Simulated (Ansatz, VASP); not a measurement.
# H: VASP beside Ansatz

```xyz
2
Lattice="15.0000 0.0000 0.0000 0.0000 15.5000 0.0000 0.0000 0.0000 16.0000" Properties=species:S:1:pos:R:3 pbc="T T T"
H     7.1257    7.7341    8.0191
H     7.8743    7.7659    7.9809
```

Alike in both runs: functional PBE; dispersion D3(BJ); k mesh 1 × 1 × 1; occupations gaussian, width 0.005 eV; no spin polarisation.

Ansatz relaxed the structure, and its values are those at the end. VASP's run is a single point on that final structure, the one shown.

|  | VASP | Ansatz |
| --- | --- | --- |
| version | VASP 6.6.1 | Ansatz 0.2.0 |
| potentials or method | VASP PAW PBE potentials, release 64 (H), cutoff 520 eV | scalar-relativistic, plane waves, PAW |
| valence electrons in the cell | 2 | 2 |

```tsv
	VASP	Ansatz	Ansatz less VASP
gap on the k mesh at the Fermi level (eV)	10.26	10.26	+0.002
rms of the force components (eV/Å)	0.007	0.000	-0.0068
```
